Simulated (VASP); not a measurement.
A run of VASP 6.6.1 is set up as follows.

Contents of POSCAR:

```
LiF
1.0
    2.6616981819      0.0000000000      0.0000000000
    0.0000000000      2.6616981819      0.0000000000
    0.0000000000      0.0000000000      2.5502268064
Li F
1 1
Direct
    0.0000000000      0.0000000000      0.0000000000
    0.5000000000      0.5000000000      0.5000000000
```

File INCAR.step1:

```
PREC = Accurate ; ENCUT = 520
ISMEAR = 0 ; SIGMA = 0.01
LREAL = F ; LASPH = T
NELM = 60 ; NBANDS = 12
GGA = PE ; ALGO = Normal
EDIFF = 1E-4 ; LWAVE = T
LCHARG = F
```

File INCAR.step2:

```
PREC = Accurate ; ENCUT = 520
EDIFF = 1E-7 ; ISMEAR = 0
SIGMA = 0.01 ; LREAL = F
LASPH = T ; NELM = 60
ALGO = Normal ; ISIF = 2
LWAVE = F ; LCHARG = F
METAGGA = R2SCAN ; LMIXTAU = T
NBANDS = 12 ; ISTART = 1
```

KPOINTS

```
regular mesh
0
Gamma
  10 10 10
```

Potentials or basis: VASP PAW PBE potentials, release 64 (Li_sv, F).

Run with:

```sh
$ cat potpaw_PBE.64/Li_sv/POTCAR potpaw_PBE.64/F/POTCAR > POTCAR
$ cp INCAR.step1 INCAR
$ mpirun -np 1 vasp_std > vasp.out
$ cp INCAR.step2 INCAR
$ mpirun -np 1 vasp_std > vasp.out
```

(1) Estimate the band gap on the k mesh.

Results:

(1) 7.81 eV (least direct gap 8.32 eV).

Caveat: the cell differs from its parent crystal (epitaxial xy strain +5.8%).
